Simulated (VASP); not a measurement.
# Ni (Fd-3m) in VASP: single point with r2SCAN

Aim: the single point of Ni with r2SCAN.

Program: VASP 6.6.1. These are calculated values, not measurements. Logs are shortened: lines on timing, memory, paths and dates and some standing lists are left out, and cuts for length are marked.

### Step 1. The cell of the first run

The structure is cubic, space group Fd-3m (No. 227). Conventional cell: a = 5.014 Å, b = 5.014 Å, c = 5.014 Å, α = 90.00°, β = 90.00°, γ = 90.00°. Within 2.9 Å of Ni (site symmetry -43m) lie 4 Ni at 2.17 Å.

This isn't the form of Ni at room conditions, which is fcc.

### Step 2. Single point, r2SCAN

POSCAR

```
Ni
1.0
    0.0000000000      2.5072019903      2.5072019903
    2.5072019903      0.0000000000      2.5072019903
    2.5072019903      2.5072019903      0.0000000000
Ni
2
Direct
    0.1250000000      0.1250000000      0.1250000000
    0.8750000000      0.8750000000      0.8750000000
```

INCAR.step1

```
ALGO     = Normal         # electronic algorithm
EDIFF    = 1E-5           # SCF threshold, eV
ENCUT    = 660            # plane-wave cutoff, eV
GGA      = PE             # functional
GGA_COMPAT= False        
ISMEAR   = -1             # smearing method
LASPH    = True           # aspherical terms in the spheres
LCHARG   = False          # write CHGCAR
LREAL    = False          # projectors in reciprocal space
LWAVE    = True           # write WAVECAR
NBANDS   = 17             # bands
NELM     = 120            # most SCF steps
PREC     = Accurate       # precision mode
SIGMA    = 0.1            # smearing width, eV
```

INCAR.step2

```
ALGO     = Normal         # electronic algorithm
EDIFF    = 1E-6           # SCF threshold, eV
ENCUT    = 660            # plane-wave cutoff, eV
GGA_COMPAT= False        
ISIF     = 2              # what is computed and relaxed
ISMEAR   = -1             # smearing method
ISTART   = 1            
LASPH    = True           # aspherical terms in the spheres
LCHARG   = False          # write CHGCAR
LMIXTAU  = True         
LREAL    = False          # projectors in reciprocal space
LWAVE    = False          # write WAVECAR
METAGGA  = R2SCAN         # meta-GGA
NBANDS   = 17             # bands
NELM     = 120            # most SCF steps
PREC     = Accurate       # precision mode
SIGMA    = 0.1            # smearing width, eV
```

KPOINTS

```
k-points
0
Gamma
  6 6 6
```

Potentials or basis: VASP PAW PBE potentials, release 64 (Ni).

Launch:

```
$ cat potpaw_PBE.64/Ni/POTCAR > POTCAR
$ cp INCAR.step1 INCAR
$ mpirun -np 1 vasp_std > vasp.out
$ cp INCAR.step2 INCAR
$ mpirun -np 1 vasp_std > vasp.out
```

OUTCAR:

```text
EDIFF = 1E-6
   ENCUT = 660
   ISIF = 2
   ISMEAR = -1
   ISTART = 1
   LASPH = True
   LREAL = False
   METAGGA = R2SCAN
   NELM = 120
   PREC = Accurate

 ion  position               nearest neighbor table
   1  0.125  0.125  0.125-   2 2.17   2 2.17   2 2.17   2 2.17
   2  0.875  0.875  0.875-   1 2.17   1 2.17   1 2.17   1 2.17

  LATTYP: Found a face centered cubic cell.
 ALAT       =     5.0144039806

  Lattice vectors:

 A1 = (   0.0000000000,   2.5072019903,   2.5072019903)
 A2 = (   2.5072019903,   0.0000000000,   2.5072019903)
 A3 = (   2.5072019903,   2.5072019903,   0.0000000000)

Analysis of symmetry for initial positions (statically):
=====================================================================
 Subroutine PRICEL returns:
 Original cell was already a primitive cell.

 Routine SETGRP: Setting up the symmetry group for a
 face centered cubic supercell.

 Subroutine GETGRP returns: Found 48 space group operations
 (whereof 12 operations were pure point group operations)
 out of a pool of 48 trial point group operations.

The static configuration has the point symmetry D_3d.
 The point group associated with its full space group is O_h .

Analysis of symmetry for dynamics (positions and initial velocities):
=====================================================================
 Subroutine PRICEL returns:
 Original cell was already a primitive cell.

 Routine SETGRP: Setting up the symmetry group for a
 face centered cubic supercell.

 Subroutine GETGRP returns: Found 48 space group operations
 (whereof 12 operations were pure point group operations)
 out of a pool of 48 trial point group operations.

The dynamic configuration has the point symmetry D_3d.
 The point group associated with its full space group is O_h .

 Subroutine INISYM returns: Found 48 space group operations
 (whereof 12 operations are pure point group operations),
 and found     1 'primitive' translations

----------------------------------------------------------------------------------------

                                     Primitive cell

  volume of cell :      31.5209

  direct lattice vectors                    reciprocal lattice vectors
     0.000000000  2.507201990  2.507201990    -0.199425496  0.199425496  0.199425496
     2.507201990  0.000000000  2.507201990     0.199425496 -0.199425496  0.199425496
     2.507201990  2.507201990  0.000000000     0.199425496  0.199425496 -0.199425496

  length of vectors
     3.545719058  3.545719058  3.545719058     0.345415091  0.345415091  0.345415091

  position of ions in fractional coordinates (direct lattice)
     0.125000000  0.125000000  0.125000000
     0.875000000  0.875000000  0.875000000

  ion indices of the primitive-cell ions
   primitive index   ion index
                 1           1
                 2           2

----------------------------------------------------------------------------------------

 KPOINTS: k-points

Automatic generation of k-mesh.
 Grid dimensions read from file:
 generate k-points for:    6    6    6

 Generating k-lattice:

  Cartesian coordinates                     Fractional coordinates (reciprocal lattice)
    -0.033237583  0.033237583  0.033237583     0.166666667  0.000000000  0.000000000
     0.033237583 -0.033237583  0.033237583     0.000000000  0.166666667  0.000000000
     0.033237583  0.033237583 -0.033237583     0.000000000  0.000000000  0.166666667

  Length of vectors
     0.057569182  0.057569182  0.057569182

  Shift w.r.t. Gamma in fractional coordinates (k-lattice)
     0.000000000  0.000000000  0.000000000

 Subroutine IBZKPT returns following result:
 ===========================================

 Found     16 irreducible k-points:

 Following reciprocal coordinates:
            Coordinates               Weight
  0.000000  0.000000  0.000000      1.000000
  0.166667  0.000000  0.000000      8.000000
  0.333333  0.000000  0.000000      8.000000
  0.500000  0.000000  0.000000      4.000000
  0.166667  0.166667  0.000000      6.000000
  0.333333  0.166667  0.000000     24.000000
[... 8 lines left out ...]
 -0.333333  0.333333  0.166667     24.000000
 -0.333333  0.500000  0.166667     12.000000
   k-points           NKPTS =     16   k-points in BZ     NKDIM =     16   number of bands    NBANDS=     17
   number of dos      NEDOS =    301   number of ions     NIONS =      2
   total plane-waves  NPLWV =  27000
   dimension x,y,z NGX =    30 NGY =   30 NGZ =   30
   dimension x,y,z NGXF=    60 NGYF=   60 NGZF=   60
   ions per type =               2
   NGX,Y,Z   is equivalent  to a cutoff of  14.07, 14.07, 14.07 a.u.
   NGXF,Y,Z  is equivalent  to a cutoff of  28.13, 28.13, 28.13 a.u.
 SYSTEM =  unknown system
   PREC   = accura    normal or accurate (medium, high low for compatibility)
   ISTART =      1    job   : 0-new  1-cont  2-samecut
   ICHARG =      0    charge: 1-file 2-atom 10-const
   ISPIN  =      1    spin polarized calculation?
   LNONCOLLINEAR =      F non collinear calculations
   LSORBIT =      F    spin-orbit coupling
   LASPH  =      T    aspherical Exc in radial PAW
   ENCUT  =  660.0 eV  48.51 Ry    6.96 a.u.   7.43  7.43  7.43*2*pi/ulx,y,z
   NELM   =    120;   NELMIN=  2; NELMDL=  0     # of ELM steps
   EDIFF  = 0.1E-05   stopping-criterion for ELM
   LREAL  =      F    real-space projection
   EDIFFG = 0.1E-04   stopping-criterion for IOM
   NSW    =      0    number of steps for IOM
   IBRION =     -1    ionic relax: 0-MD 1-quasi-New 2-CG
   NFREE  =      0    steps in history (QN), initial steepest desc. (CG)
   ISIF   =      2    stress and relaxation
   ISYM   =      2    0-nonsym 1-usesym 2-fastsym
   POTIM  = 0.5000    time-step for ionic-motion
   TEBEG  =    0.0;   TEEND  =   0.0 temperature during run
   PSTRESS=    0.0 pullay stress
   NELECT =      20.0000    total number of electrons
   NUPDOWN=      -1.0000    fix difference up-down
   EMIN   =  10.00;   EMAX   =-10.00  energy-range for DOS
   EFERMI =   0.00;   METHOD = LEGACY
   ISMEAR =    -1;   SIGMA  =   0.10  broadening in eV -4-tet -1-fermi 0-gaus
   EFERMI_NEDOS =   21; number of points for ismear=-14 and -15
   IALGO  =     38    algorithm
   IMIX   =      4    mixing-type and parameters
     AMIX     =   0.40;   BMIX     =  1.00
     AMIX_MAG =   1.60;   BMIX_MAG =  1.00
  volume/ion in A,a.u.               =      15.76       106.36
  Fermi-wavevector in a.u.,A,eV,Ry     =   1.406756  2.658384 26.925427  1.978963
  Thomas-Fermi vector in A             =   2.529084
   LORBIT       =      0    0 simple, 1 ext, 2 COOP (PROOUT), +10 PAW based schemes
   METAGGA = R2SCAN    functional components
   LHFCALC =     F    Hartree Fock is set to
   AEXX    =    0.0000 exact exchange contribution
   IVDW    =     0    specifies the selected vdW correction
   LEPSILON=     F    determine dielectric tensor
   LRPA    =     F    only Hartree local field effects (RPA)
 non-spin polarized calculation
  energy-cutoff  :      660.00
  volume of cell :       31.52
 maximum number of plane-waves:      1243
 NGX is ok and might be reduce to    30
   NGX = 15   NGY = 15   NGZ = 15

 number of electron      19.9999994 magnetization

 Free energy of the ion-electron system (eV)
  ---------------------------------------------------
  ext. energy  EPLUGINS =         0.00000000
  ---------------------------------------------------
  free energy    TOTEN  =       -21.17299033 eV

  energy without entropy =      -20.97146744  energy(sigma->0) =      -21.07222888

 E-fermi :   4.8877     XC(G=0): -11.5830

 val. band max:        4.8872103519   @ k =  -0.3333   0.3333   0.0000
 cond. band min:       4.8953792192   @ k =  -0.3333   0.3333   0.1667
 fundamental gap:      0.0081688673
 Fermi energy:         4.8877273388

 k-point     1 :       0.0000    0.0000    0.0000
  band No.  band energies     occupation
      1      -1.9215      2.00000
      2       2.0264      2.00000
      3       2.0264      2.00000
      4       2.0896      2.00000
      5       2.0896      2.00000
      6       2.0896      2.00000
[... 9 lines left out ...]
     16      18.1804      0.00000
     17      18.1804      0.00000

 k-point     2 :       0.1667    0.0000    0.0000
  band No.  band energies     occupation
      1      -1.3960      2.00000
      2       1.8688      2.00000
      3       1.8688      2.00000
      4       2.1205      2.00000
      5       2.3411      2.00000
      6       2.3411      2.00000
[... 9 lines left out ...]
     16      20.0047      0.00000
     17      20.0047      0.00000

 k-point     3 :       0.3333    0.0000    0.0000
  band No.  band energies     occupation
      1       0.0133      2.00000
      2       1.9054      2.00000
      3       1.9054      2.00000
      4       2.2321      2.00000
      5       2.3816      2.00000
      6       2.3816      2.00000
[... 9 lines left out ...]
     16      19.0441      0.00000
     17      19.0441      0.00000

 k-point     4 :       0.5000    0.0000    0.0000
  band No.  band energies     occupation
      1       1.1648      2.00000
      2       2.1068      2.00000
      3       2.1068      2.00000
      4       2.1314      2.00000
      5       2.1640      2.00000
      6       2.1640      2.00000
[... 9 lines left out ...]
     16      18.4627      0.00000
     17      18.4627      0.00000
[... 183 lines left out ...]
      1       1.0653      2.00000
      2       1.5578      2.00000
      3       1.9962      2.00000
      4       2.2732      2.00000
      5       2.4869      2.00000
      6       2.7863      2.00000
[... 9 lines left out ...]
     16      18.4846      0.00000
     17      21.1124      0.00000

 k-point    15 :      -0.3333    0.3333    0.1667
  band No.  band energies     occupation
      1       1.5370      2.00000
      2       1.6046      2.00000
      3       2.0823      2.00000
      4       2.2878      2.00000
      5       2.5782      2.00000
      6       2.7947      2.00000
[... 9 lines left out ...]
     16      19.9112      0.00000
     17      22.5885      0.00000

 k-point    16 :      -0.3333    0.5000    0.1667
  band No.  band energies     occupation
      1       1.5349      2.00000
      2       1.5349      2.00000
      3       2.2906      2.00000
      4       2.2906      2.00000
      5       2.8074      2.00000
      6       2.8074      2.00000
[... 9 lines left out ...]
     16      17.8460      0.00000
     17      23.8296      0.00000

------------------------ aborting loop because EDIFF is reached ----------------------------------------

  FORCE on cell =-STRESS in cart. coord.  units (eV):
  Direction    XX          YY          ZZ          XY          YZ          ZX
  --------------------------------------------------------------------------------------
  -------------------------------------------------------------------------------------
  Total        0.0118364      0.0118364      0.0118364     -0.0000000      0.0000000     -0.0000000
  in kB        0.6016314      0.6016314      0.6016314     -0.0000000      0.0000000     -0.0000000
  external PRESSURE =       0.6016314 kB  Pullay stress =       0.0000000 kB

 VOLUME and BASIS-vectors are now :
 -----------------------------------------------------------------------------
  energy-cutoff  :      660.00
  volume of cell :       31.52
      direct lattice vectors                 reciprocal lattice vectors
     0.000000000  2.507201990  2.507201990    -0.199425496  0.199425496  0.199425496
     2.507201990  0.000000000  2.507201990     0.199425496 -0.199425496  0.199425496
     2.507201990  2.507201990  0.000000000     0.199425496  0.199425496 -0.199425496

 POSITION                                       TOTAL-FORCE (eV/Angst)
 -----------------------------------------------------------------------------------
      0.62680      0.62680      0.62680        -0.000000     -0.000000     -0.000000
      4.38760      4.38760      4.38760         0.000000      0.000000      0.000000
 -----------------------------------------------------------------------------------
    total drift:                               -0.000000      0.000000      0.000000

  FREE ENERGIE OF THE ION-ELECTRON SYSTEM (eV)
  ---------------------------------------------------
  free  energy   TOTEN  =       -21.1729903302 eV

  energy  without entropy=      -20.9714674390  energy(sigma->0) =      -21.07222888
```

It took 1.7 min on 1 thread of Intel Xeon 8259CL, shared host; peak memory 0.17 GiB.

What came out:

| Item | Value |
| --- | --- |
| Free energy | -21.1730 eV |
| Pressure | 0.1 GPa |
| Band gap on the k mesh | zero (bands 10 and 11 overlap by 0.28 eV) |

Caveat: the k points lie up to 0.36 Å⁻¹ apart; the PAW data sets were made with another functional, which shifts forces and pressure a little; the run has no spin polarisation, though such a crystal can be magnetic.
